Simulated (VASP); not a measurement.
Write the native input for VASP 6.6.1 that does the following.

```yaml
Task: single point
Functional: PBE
Potentials_or_basis: VASP PAW PBE potentials, release 64 (Zn, S)
Cutoff: 520 eV
k_mesh: 8 × 8 × 8
Occupations: gaussian, width 0.05 eV
Spin: no spin polarisation
Dipole_correction: no
Further_INCAR_settings: ALGO = Normal; EDIFF = 1e-06; NBANDS = 16
```

The structure of ZnS lies in POSCAR:

```
ZnS
1.0
   -0.0544312797      2.7215639840      2.7215639840
    2.6671327043      0.0000000000      2.6671327043
    2.7215639840      2.7215639840     -0.0544312797
Zn S
1 1
Direct
    0.0000000000      0.0000000000      0.0000000000
    0.7500000000      0.7500000000      0.7500000000
```

This cell differs from its parent crystal: strain -0.0400 x Voigt [0, 0, 0, 0, 1, 0].

The input as run:

INCAR

```
PREC = Accurate ; ENCUT = 520
EDIFF = 1E-6 ; ISMEAR = 0
SIGMA = 0.05 ; LREAL = F
LASPH = T ; NELM = 100
ALGO = Normal ; ISIF = 2
LWAVE = F ; LCHARG = F
GGA = PE ; NBANDS = 16
```

KPOINTS

```
Automatic mesh
0
Gamma
  8 8 8
```

Potentials or basis: VASP PAW PBE potentials, release 64 (Zn, S).

The run is started by

```sh
$ cat potpaw_PBE.64/Zn/POTCAR potpaw_PBE.64/S/POTCAR > POTCAR
$ mpirun -np 1 vasp_std > vasp.out
```

Results of the run:

```json
{
 "Pressure": "0.3 GPa",
 "Largest force": "0.201 eV/Å",
 "Band gap on the k mesh": "1.93 eV"
}
```

Caveat: the cell differs from its parent crystal (strain -0.0400 x Voigt [0, 0, 0, 0, 1, 0]).

Wall time 76 s on 1 thread of Intel Xeon 8259CL (shared host), peak memory 0.2 GiB.
